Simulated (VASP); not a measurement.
# Si62C (a cell with a defect) in VASP: single point with PBE+D3(BJ)

Aim: the single point of Si62C (a cell with a defect) with PBE+D3(BJ).

Program: VASP 6.6.1. These are calculated values, not measurements. Logs are shortened: lines on timing, memory, paths and dates and some standing lists are left out, and cuts for length are marked.

### Step 1. The cell of the first run

The cell holds a defect, 63 atoms: a = 10.860 Å, b = 10.860 Å, c = 10.860 Å, α = 90.00°, β = 90.00°, γ = 90.00°.

### Step 2. Single point, PBE+D3(BJ), collinear spin

INCAR

```
PREC = Accurate
ENCUT = 520
EDIFF = 1E-7
ISMEAR = -1
SIGMA = 0.05
LREAL = Auto
LASPH = T
NELM = 150
ALGO = Normal
ISIF = 2
LWAVE = F
LCHARG = F
ISPIN = 2
MAGMOM = 0 0 0 0 0 0 0 0 0 0 0 0 0 0 0 0 0 0 0 0 0 0 0 0 0 0 0 0 0 0 0 0 0 0 0 0 0 0 0 0 0 0 0 0 0 0 0.13 0 0 0 0 0 0 0 0 0 0 0 0 0 0 0 0
LORBIT = 11
GGA = PE
IVDW = 12
NELECT = 253.0
NBANDS = 167
```

KPOINTS

```
regular mesh
0
Gamma
  1 1 1
```

POSCAR

```
Si62C
1.0
   10.8600000000      0.0000000000      0.0000000000
    0.0000000000     10.8600000000      0.0000000000
    0.0000000000      0.0000000000     10.8600000000
Si C
62 1
Direct
    0.5030313076     -0.0045863720     -0.0047193370
    0.6242845304      0.1243668508      0.1256331492
    0.7494534991      0.2497566298      0.0002433702
    0.8745606814      0.3789202578      0.1251731123
    0.7536006446      0.0003373849      0.2496626151
    0.8770280847      0.1290121547      0.3729719153
    0.0015127072      0.0015127072     -0.0043666667
    0.1255209945      0.1255209945      0.1244790055
    0.2499760589      0.2499760589      0.0000239411
    0.3752989871      0.3752989871      0.1268681400
    0.4989732044      0.4989732044      0.0006050645
    0.6250261510      0.6250261510      0.1262968692
    0.7499364641      0.7499364641     -0.0003717311
    0.8770280847      0.8770280847      0.1209878453
    0.2543666667      0.0015127072      0.2484872928
    0.3789202578      0.1248268877      0.3754393186
    0.5030313076      0.2547193370      0.2545863720
    0.6257870166      0.3842306630      0.3841483425
    0.7511104972      0.5062463168      0.2561736648
    0.8696539595      0.6426081031      0.3803460405
    0.5062463168     -0.0061736648      0.4988895028
    0.6250261510      0.1237031308      0.6249738490
    0.7499364641      0.2503717311      0.5000635359
    0.8658516575      0.3842306630      0.6242129834
    0.7511104972     -0.0061736648      0.7437536832
    0.8745606814      0.1248268877      0.8710797422
   -0.0045863720      0.5030313076     -0.0047193370
    0.1243668508      0.6242845304      0.1256331492
    0.2497566298      0.7494534991      0.0002433702
    0.3789202578      0.8745606814      0.1251731123
    0.0015127072      0.2543666667      0.2484872928
    0.1248268877      0.3789202578      0.3754393186
    0.2547193370      0.5030313076      0.2545863720
    0.3842306630      0.6257870166      0.3841483425
    0.5062463168      0.7511104972      0.2561736648
    0.6426081031      0.8696539595      0.3803460405
    0.0003373849      0.0003373849      0.4963993554
    0.1243668508      0.1243668508      0.6257154696
    0.2497566298      0.2497566298      0.5005465009
    0.3756984346      0.3756984346      0.6254470534
    0.5122895948      0.5122895948      0.5266841621
    0.8696539595      0.8696539595      0.6073918969
    0.2547193370     -0.0045863720      0.7469686924
    0.3752989871      0.1231318600      0.8747010129
    0.4989732044      0.2493949355      0.7510267956
    0.6245529466      0.3756984346      0.8743015654
    0.7233158379      0.5122895948      0.7377104052
    0.8658516575      0.6257870166      0.8657693370
    0.0003373849      0.7536006446      0.2496626151
    0.1290121547      0.8770280847      0.3729719153
   -0.0061736648      0.5062463168      0.4988895028
    0.1237031308      0.6250261510      0.6249738490
    0.2503717311      0.7499364641      0.5000635359
    0.3842306630      0.8658516575      0.6242129834
   -0.0045863720      0.2547193370      0.7469686924
    0.1231318600      0.3752989871      0.8747010129
    0.2493949355      0.4989732044      0.7510267956
    0.3756984346      0.6245529466      0.8743015654
    0.5122895948      0.7233158379      0.7377104052
    0.6257870166      0.8658516575      0.8657693370
   -0.0061736648      0.7511104972      0.7437536832
    0.1248268877      0.8745606814      0.8710797422
    0.5899008287      0.5899008287      0.6600991713
```

Potentials or basis: VASP PAW PBE potentials, release 64 (Si, C).

On the command line:

```bash
> cat potpaw_PBE.64/Si/POTCAR potpaw_PBE.64/C/POTCAR > POTCAR
> mpirun -np 1 vasp_gam > vasp.out
```

OUTCAR:

```text
PREC = Accurate
   ENCUT = 520
   EDIFF = 1E-7
   ISMEAR = -1
   LREAL = Auto
   LASPH = T
   NELM = 150
   ISIF = 2
   ISPIN = 2
   LORBIT = 11
   GGA = PE
   IVDW = 12
   NELECT = 253.0
 IVDW          = 12

 ion  position               nearest neighbor table
   1  0.503  0.995  0.995-  30 2.35  44 2.36   2 2.39  60 2.39
   2  0.624  0.124  0.126-   3 2.36   5 2.37  17 2.39   1 2.39
   3  0.749  0.250  0.000-   2 2.36  46 2.36  26 2.38   4 2.38
   4  0.875  0.379  0.125-  31 2.35  27 2.35   3 2.38  19 2.39
   5  0.754  0.000  0.250-  36 2.34  14 2.35   6 2.35   2 2.37
   6  0.877  0.129  0.373-  31 2.35   5 2.35  37 2.35  23 2.36
[... 54 lines left out ...]
  61  0.994  0.751  0.744-  52 2.35  48 2.35  42 2.38  62 2.39
  62  0.125  0.875  0.871-   7 2.35  43 2.35  29 2.38  61 2.39
  63  0.590  0.590  0.660-  41 1.88  47 1.88  59 1.88

  LATTYP: Found a simple cubic cell.
 ALAT       =    10.8600000000

  Lattice vectors:

 A1 = (  10.8600000000,   0.0000000000,   0.0000000000)
 A2 = (   0.0000000000,  10.8600000000,   0.0000000000)
 A3 = (   0.0000000000,   0.0000000000,  10.8600000000)

Analysis of symmetry for initial positions (statically):
=====================================================================
 Subroutine PRICEL returns:
 Original cell was already a primitive cell.

 Routine SETGRP: Setting up the symmetry group for a
 simple cubic supercell.

 Subroutine GETGRP returns: Found  6 space group operations
 (whereof  2 operations were pure point group operations)
 out of a pool of 48 trial point group operations.

The static configuration has the point symmetry C_1h.
 The point group associated with its full space group is C_3v.

Analysis of symmetry for dynamics (positions and initial velocities):
=====================================================================
 Subroutine PRICEL returns:
 Original cell was already a primitive cell.

 Routine SETGRP: Setting up the symmetry group for a
 simple cubic supercell.

 Subroutine GETGRP returns: Found  6 space group operations
 (whereof  2 operations were pure point group operations)
 out of a pool of 48 trial point group operations.

The dynamic configuration has the point symmetry C_1h.
 The point group associated with its full space group is C_3v.

Analysis of structural, dynamic, and magnetic symmetry:
=====================================================================
[... 252 lines left out ...]
  ---------------------------------------------------
  ext. energy  EPLUGINS =         0.00000000
  ---------------------------------------------------
  free energy    TOTEN  =      -329.18316769 eV

  energy without entropy =     -329.04362320  energy(sigma->0) =     -329.11339545

 E-fermi :   6.1361     XC(G=0):  -9.3204

 val. band max:        5.9069055289   @ k =   0.0000   0.0000   0.0000
 cond. band min:       6.1958950331   @ k =   0.0000   0.0000   0.0000
 fundamental gap:      0.2889895042
 Fermi energy:         6.1360964559

 spin component 1

 k-point     1 :       0.0000    0.0000    0.0000
  band No.  band energies     occupation
      1      -6.6203      1.00000
      2      -6.0542      1.00000
      3      -5.2055      1.00000
      4      -5.2055      1.00000
      5      -5.1785      1.00000
      6      -5.1785      1.00000
[... 130 lines left out ...]
    137       6.7772      0.00000
    138       6.9201      0.00000
 Fermi energy:         6.1360964559

 spin component 2

 k-point     1 :       0.0000    0.0000    0.0000
  band No.  band energies     occupation
      1      -6.6203      1.00000
      2      -6.0542      1.00000
      3      -5.2055      1.00000
      4      -5.2055      1.00000
      5      -5.1785      1.00000
      6      -5.1785      1.00000
[... 130 lines left out ...]
    137       6.7772      0.00000
    138       6.9201      0.00000
 [bands above 138 left out]

------------------------ aborting loop because EDIFF is reached ----------------------------------------

 Edisp (eV)  -19.51903

 E6    (eV) :   -11.4501

 E8    (eV) :    -8.0690

  FORCE on cell =-STRESS in cart. coord.  units (eV):
  Direction    XX          YY          ZZ          XY          YZ          ZX
  --------------------------------------------------------------------------------------
  -------------------------------------------------------------------------------------
  Total      -3.78406    -3.78404    -3.78404     7.23693    -7.23694    -7.23693
  in kB      -4.73346    -4.73345    -4.73345     9.05264    -9.05266    -9.05264
  external pressure =       -4.73 kB  Pullay stress =        0.00 kB

 VOLUME and BASIS-vectors are now :
 -----------------------------------------------------------------------------
  energy-cutoff  :      520.00
  volume of cell :     1280.82
      direct lattice vectors                 reciprocal lattice vectors
    10.860000000  0.000000000  0.000000000     0.092081031  0.000000000  0.000000000
     0.000000000 10.860000000  0.000000000     0.000000000  0.092081031  0.000000000
     0.000000000  0.000000000 10.860000000     0.000000000  0.000000000  0.092081031

 POSITION                                       TOTAL-FORCE (eV/Angst)
 -----------------------------------------------------------------------------------
      5.46292     10.81019     10.80875         0.002098     -0.000962     -0.002069
      6.77973      1.35062      1.36438        -0.005124      0.000112     -0.000112
      8.13907      2.71236      0.00264        -0.013141     -0.006169      0.006169
      9.49773      4.11507      1.35938         0.007473      0.003151     -0.006373
      8.18410      0.00366      2.71134         0.008562     -0.002807      0.002807
      9.52452      1.40107      4.05048         0.000115      0.008601     -0.000115
[... 55 lines left out ...]
      1.35562      9.49773      9.45993         0.006373      0.007474     -0.003151
      6.40632      6.40632      7.16868        -0.003964     -0.003969      0.003969
 -----------------------------------------------------------------------------------
    total drift:                               -0.001849     -0.001854      0.001854

  FREE ENERGIE OF THE ION-ELECTRON SYSTEM (eV)
  ---------------------------------------------------
  free  energy   TOTEN  =      -348.7022026847 eV

  energy  without entropy=     -348.5626581927  energy(sigma->0) =     -348.63243044

 total charge

# of ion       s       p       d       tot
------------------------------------------
    1        0.741   0.942   0.000   1.683
    2        0.742   0.936   0.000   1.678
    3        0.747   0.942   0.000   1.689
    4        0.745   0.940   0.000   1.685
    5        0.741   0.955   0.000   1.697
    6        0.741   0.962   0.000   1.703
[... 55 lines left out ...]
   62        0.745   0.940   0.000   1.685
   63        0.837   1.569   0.000   2.406
--------------------------------------------------
tot         46.939  59.971   0.000 106.910

 magnetization (x)

# of ion       s       p       d       tot
------------------------------------------
    1        0.000  -0.000   0.000  -0.000
    2       -0.000  -0.000   0.000  -0.000
    3        0.000   0.000   0.000   0.000
    4       -0.000   0.000   0.000   0.000
    5       -0.000  -0.000   0.000  -0.000
    6        0.000   0.000   0.000   0.000
[... 55 lines left out ...]
   62        0.000  -0.000   0.000   0.000
   63       -0.000  -0.000   0.000  -0.000
--------------------------------------------------
tot         -0.000  -0.000   0.000  -0.000
```

Wall time 26 min (1 thread of Intel Xeon 8259CL, shared host); peak memory 1.5 GiB.

Results:

| Property | Result |
| --- | --- |
| Free energy | -348.7022 eV |
| Largest force | 0.018 eV/Å |
| Net moment | 0.00 μB per cell |
| Valence electrons inside the program's atomic spheres | Si 1.68, 1.69, 1.70, 1.63, 1.64 (each value once); C 2.41 |
| Dispersion energy per atom | -0.310 eV |

Forces on the atoms (eV/Å):
```
Si   0.002 -0.001 -0.002
Si  -0.005  0.000  0.000
Si  -0.013 -0.006  0.006
Si   0.007  0.003 -0.006
Si   0.009 -0.003  0.003
Si   0.000  0.009  0.000
Si  -0.003 -0.003  0.003
Si   0.006  0.006 -0.006
Si  -0.006 -0.006  0.006
Si  -0.003 -0.003 -0.006
Si  -0.006 -0.006  0.009
Si   0.008  0.008 -0.005
Si  -0.002 -0.002 -0.003
Si   0.000  0.000 -0.009
Si  -0.003 -0.003  0.003
Si   0.003  0.006 -0.007
Si   0.002  0.002  0.001
Si   0.002 -0.005  0.008
Si  -0.015 -0.001  0.005
Si   0.010  0.011 -0.010
Si  -0.001 -0.005  0.015
Si   0.008  0.005 -0.008
Si  -0.002  0.003  0.002
Si  -0.008 -0.005 -0.002
Si  -0.015 -0.005  0.001
Si   0.007  0.006 -0.003
Si  -0.001  0.002 -0.002
Si   0.000 -0.005  0.000
Si  -0.006 -0.013  0.006
Si   0.003  0.007 -0.006
Si  -0.003 -0.003  0.003
Si   0.006  0.003 -0.007
Si   0.002  0.002  0.001
Si  -0.005  0.002  0.008
Si  -0.001 -0.015  0.005
Si   0.011  0.010 -0.010
Si  -0.003 -0.003 -0.009
Si   0.000  0.000  0.005
Si  -0.006 -0.006  0.013
Si   0.007  0.007 -0.009
Si  -0.006 -0.006 -0.013
Si   0.010  0.010 -0.011
Si   0.002 -0.001 -0.002
Si  -0.003  0.006  0.003
Si  -0.006 -0.009  0.006
Si   0.009  0.007 -0.007
Si   0.013 -0.006  0.006
Si  -0.008  0.002  0.005
Si  -0.003  0.009  0.003
Si   0.009  0.000  0.000
Si  -0.005 -0.001  0.015
Si   0.005  0.008 -0.008
Si   0.003 -0.002  0.002
Si  -0.005 -0.008 -0.002
Si  -0.001  0.002 -0.002
Si   0.006 -0.003  0.003
Si  -0.009 -0.006  0.006
Si   0.007  0.009 -0.007
Si  -0.006  0.013  0.006
Si   0.002 -0.008  0.005
Si  -0.005 -0.015  0.001
Si   0.006  0.007 -0.003
C   -0.004 -0.004  0.004
```

Caveat: the k points lie up to 0.58 Å⁻¹ apart; the cell carries a net charge on a neutralising background, which shifts energy and pressure; the cell is charged against a uniform background, so pressure and absolute levels hang on convention.
